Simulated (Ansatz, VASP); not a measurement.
## In: VASP beside Ansatz

The input INCAR:

```
PREC     = Accurate       # precision mode
ENCUT    = 520            # plane-wave cutoff, eV
EDIFF    = 1E-7           # SCF threshold, eV
ISMEAR   = 0              # smearing method
SIGMA    = 0.15           # smearing width, eV
LREAL    = F              # projectors in reciprocal space
LASPH    = T              # aspherical terms in the spheres
NELM     = 80             # most SCF steps
ALGO     = Fast           # electronic algorithm
ISIF     = 2              # what is computed and relaxed
LWAVE    = F              # write WAVECAR
LCHARG   = F              # write CHGCAR
NBANDS   = 12             # bands
```

The input KPOINTS:

```
regular mesh
0
Gamma
  20 20 20
```

The input POSCAR:

```
In
1.0
   -1.6159865625      1.6159865625      2.4739500000
    1.6159865625     -1.6159865625      2.4739500000
    1.6363134375      1.6363134375     -2.4739500000
In
1
Direct
    0.0000000000      0.0000000000      0.0000000000
```

Input for Ansatz:

```yaml
crystal:
  lattice:
    - [-1.6159865625, 1.6159865625, 2.47395]
    - [1.6159865625, -1.6159865625, 2.47395]
    - [1.6363134375, 1.6363134375, -2.47395]
  atoms:
    - { symbol: In, position: [0.0, 0.0, 0.0] }
basis:
  ecutwfc: 420
kpoints:
  mp_grid: { grid: [20, 20, 20] }
hamiltonian:
  xc: lda
scf:
  occupations: { method: gaussian, width: 0.15 }
output:
  forces: true
  stress: true
  eigenvalues: true
```

Change from the starting cell: strain +0.0125 x Voigt [0, 0, 0, 0, 0, 1], atoms carried along.

Alike in both runs: task single point; functional LDA; k mesh 20 × 20 × 20; occupations gaussian, width 0.15 eV; no spin polarisation.

```csv
,VASP,Ansatz
version,VASP 6.6.1,Ansatz 0.2.0
potentials or method,"VASP PAW LDA potentials, release 64 (In_d), cutoff 520 eV","scalar-relativistic, plane waves, PAW"
valence electrons in the cell,13,13
```

Ansatz gave:

```
gap on the k mesh at the Fermi level (eV)                     : none
pressure (GPa)                                                : -2.6
traceless stress, the component that is largest in VASP (GPa) : -0.07
```

Q: Estimate VASP's values.

A: gap on the k mesh at the Fermi level (eV): none; pressure (GPa): -2.5; traceless stress, the component that is largest in VASP (GPa): -0.07.

LDA's correlation is that of Perdew and Zunger in VASP and of Perdew and Wang (1992) in Ansatz. A gap of «none» marks a metal or a gap that the smearing closes.
